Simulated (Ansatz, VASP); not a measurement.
# Na: VASP beside Ansatz

Contents of INCAR:

```
SYSTEM = Na
PREC     = Accurate       ! precision mode
ENCUT    = 1130           ! plane-wave cutoff, eV
EDIFF    = 1E-7           ! SCF threshold, eV
ISMEAR   = -1             ! smearing method
SIGMA    = 0.1            ! smearing width, eV
LREAL    = .False.        ! projectors in reciprocal space
LASPH    = .True.         ! aspherical terms in the spheres
NELM     = 120            ! most SCF steps
ALGO     = Normal         ! electronic algorithm
ISIF     = 3              ! what is computed and relaxed
LWAVE    = .False.        ! write WAVECAR
LCHARG   = .False.        ! write CHGCAR
GGA      = B5             ! functional
ALDAX    = 1.0          
AGGAX    = 1.0          
AGGAC    = 1.0          
ALDAC    = 0.0          
IBRION   = 2              ! ionic algorithm
NSW      = 80             ! ionic steps
EDIFFG   = -0.01          ! ionic threshold
GGA_COMPAT= .False.      
NELMIN   = 4
```

Contents of KPOINTS:

```
Automatic mesh
0
Gamma
  9 9 9
  0 0 0
```

The input POSCAR:

```
Na
1.0
    3.4405243290      0.0000000000      0.0000000000
    0.0000000000      3.4405243290      0.0000000000
    0.0000000000      0.0000000000      3.4405243290
Na
1
Direct
    0.0000000000      0.0000000000      0.0000000000
```

Input for Ansatz:

```yaml
crystal:
  lattice:
    - [3.440524329, 0.0, 0.0]
    - [0.0, 3.440524329, 0.0]
    - [0.0, 0.0, 3.440524329]
  atoms:
    - { symbol: Na, position: [0.0, 0.0, 0.0] }
hamiltonian:
  xc: blyp
  pseudopotentials:
    kind: paw
    azcp:
      Na: "pseudopotentials/Na.paw.azcp"
basis:
  ecutwfc: 420
  fft_grid_basis: typed
kpoints:
  mp_grid: { grid: [9, 9, 9], shift: [0, 0, 0] }
magnetization:
  spin_polarized: false
scf:
  occupations: { method: fermi_dirac, width: 0.1 }
relax:
  max_steps: 60
  f_tol: 0.01
  cell: {}
```

Alike in both runs: task relaxation of cell and atoms; functional BLYP; k mesh 9 × 9 × 9; occupations fermi-dirac, width 0.1 eV; no spin polarisation.

|  | VASP | Ansatz |
| --- | --- | --- |
| version | VASP 6.6.1 | Ansatz 0.2.0 |
| potentials or method | VASP PAW PBE potentials, release 64 (Na_sv), cutoff 1130 eV | plane waves (420 eV) with PAW, scalar-relativistic |
| valence electrons in the cell | 9 | 9 |

Ansatz gave:

| Property | Result |
| --- | --- |
| relaxed volume (Å³/atom) | 41.53 |
| relaxed length of the cell vector where the two differ most in proportion (Å) | 3.463 |

**Question.** Which values does VASP return?

**Answer.** Relaxed volume (Å³/atom): 39.86; relaxed length of the cell vector where the two differ most in proportion (Å): 3.416.

VASP's potentials were made for PBE, not for BLYP.
